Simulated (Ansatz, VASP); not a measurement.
Ti3Si2: VASP beside Ansatz

File INCAR:

```
ALGO     = Normal         # electronic algorithm
EDIFF    = 1E-7           # SCF threshold, eV
ENCUT    = 520            # plane-wave cutoff, eV
GGA      = PE             # functional
ISIF     = 2              # what is computed and relaxed
ISMEAR   = 0              # smearing method
LASPH    = T              # aspherical terms in the spheres
LCHARG   = T              # write CHGCAR
LELF     = T              # ELF
LREAL    = F              # projectors in reciprocal space
LVHAR    = T            
LWAVE    = F              # write WAVECAR
NBANDS   = 30             # bands
NELM     = 80             # most SCF steps
PREC     = Accurate       # precision mode
SIGMA    = 0.1            # smearing width, eV
```

File KPOINTS:

```
k-points
0
Gamma
  4 4 4
```

Contents of POSCAR:

```
Ti3Si2
1.0
    4.4518305700      0.0000000000      0.0000000000
    0.0000000000      4.4518305700      0.0000000000
    0.0000000000      0.0000000000      4.4518305700
Ti Si
3 2
Direct
    0.0000000000      0.5000000000      0.5000000000
    0.5000000000      0.0000000000      0.5000000000
    0.5000000000      0.5000000000      0.0000000000
    0.5000000000      0.5000000000      0.5000000000
    0.0000000000      0.0000000000      0.0000000000
```

Input for Ansatz:

```yaml
crystal:
  lattice:
    - [4.45183057, 0.0, 0.0]
    - [0.0, 4.45183057, 0.0]
    - [0.0, 0.0, 4.45183057]
  atoms:
    - { symbol: Ti, position: [0.0, 0.5, 0.5] }
    - { symbol: Ti, position: [0.5, 0.0, 0.5] }
    - { symbol: Ti, position: [0.5, 0.5, 0.0] }
    - { symbol: Si, position: [0.5, 0.5, 0.5] }
    - { symbol: Si, position: [0.0, 0.0, 0.0] }
basis:
  ecutwfc: 420
kpoints:
  mp_grid: { grid: [4, 4, 4] }
hamiltonian:
  xc: pbe
scf:
  occupations: { method: gaussian, width: 0.1 }
  lower_state_search: "off"
output:
  forces: true
  stress: true
  eigenvalues: true
```

Alike in both runs: task single point; functional PBE; k mesh 4 × 4 × 4; occupations gaussian, width 0.1 eV; no spin polarisation.

|  | VASP | Ansatz |
| --- | --- | --- |
| version | VASP 6.6.1 | Ansatz 0.2.0 |
| potentials or method | VASP PAW PBE potentials, release 64 (Ti_sv, Si), cutoff 520 eV | scalar-relativistic, plane waves, PAW |
| valence electrons in the cell | 44 | 44 |

```csv
,VASP,Ansatz,Ansatz less VASP
gap on the k mesh at the Fermi level (eV),none,none,-
pressure (GPa),7.0,7.0,0.00
```

A gap of «none» marks a metal or a gap that the smearing closes.
